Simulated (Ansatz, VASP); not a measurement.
**SnO: VASP beside Ansatz**

The input INCAR:

```
SYSTEM = SnO
ALGO = Normal
EDIFF = 1E-7
ENCUT = 520
GGA = PS
ISIF = 2
ISMEAR = 0
LASPH = .True.
LCHARG = .True.
LELF = .True.
LREAL = .False.
LVHAR = .True.
LWAVE = .False.
NBANDS = 28
NELM = 80
PREC = Accurate
SIGMA = 0.15
```

File KPOINTS:

```
k-points
0
Gamma
  10 10 8
  0 0 0
```

POSCAR

```
SnO
1.0
    3.9378000000      0.0000000000      0.0000000000
    0.0000000000      3.9378000000      0.0000000000
    0.0000000000      0.0000000000      5.0349000000
Sn O
2 2
Direct
    0.0000000000      0.5000000000      0.2425296443
    0.5000000000      0.0000000000      0.7574703557
    0.0000000000      0.0000000000      0.0000000000
    0.5000000000      0.5000000000      0.0000000000
```

Input for Ansatz:

```yaml
crystal:
  lattice:
    - [3.9378, 0.0, 0.0]
    - [0.0, 3.9378, 0.0]
    - [0.0, 0.0, 5.0349]
  atoms:
    - { symbol: Sn, position: [0.0, 0.5, 0.2425296443] }
    - { symbol: Sn, position: [0.5, 0.0, 0.7574703557] }
    - { symbol: O, position: [0.0, 0.0, 0.0] }
    - { symbol: O, position: [0.5, 0.5, 0.0] }
basis:
  ecutwfc: 520.0
kpoints:
  mp_grid: { grid: [10, 10, 8] }
hamiltonian:
  xc: pbesol
scf:
  occupations: { method: gaussian, width: 0.15 }
output:
  forces: true
  stress: true
  eigenvalues: true
```

Alike in both runs: task single point; functional PBEsol; k mesh 10 × 10 × 8; occupations gaussian, width 0.15 eV; no spin polarisation.

```csv
,VASP,Ansatz
version,VASP 6.6.1,Ansatz 0.2.0
potentials or method,"VASP PAW PBE potentials, release 64 (Sn_d, O), cutoff 520 eV","scalar-relativistic, plane waves, PAW"
valence electrons in the cell,40,40
```

Ansatz gave:

* gap on the k mesh at the Fermi level (eV): 0.23
* least direct gap on the mesh (eV): 1.95
* pressure (GPa): -9.2
* traceless stress, the component that is largest in VASP (GPa): 0.14
* rms of the force components (eV/Å): 0.647

Task: Which values does VASP return?

Result: gap on the k mesh at the Fermi level (eV): 0.24; least direct gap on the mesh (eV): 1.93; pressure (GPa): -9.0; traceless stress, the component that is largest in VASP (GPa): 0.16; rms of the force components (eV/Å): 0.621.

VASP's potentials were made for PBE, not for PBEsol. Atom by atom the forces differ by 0.026 eV/Å (rms over components).
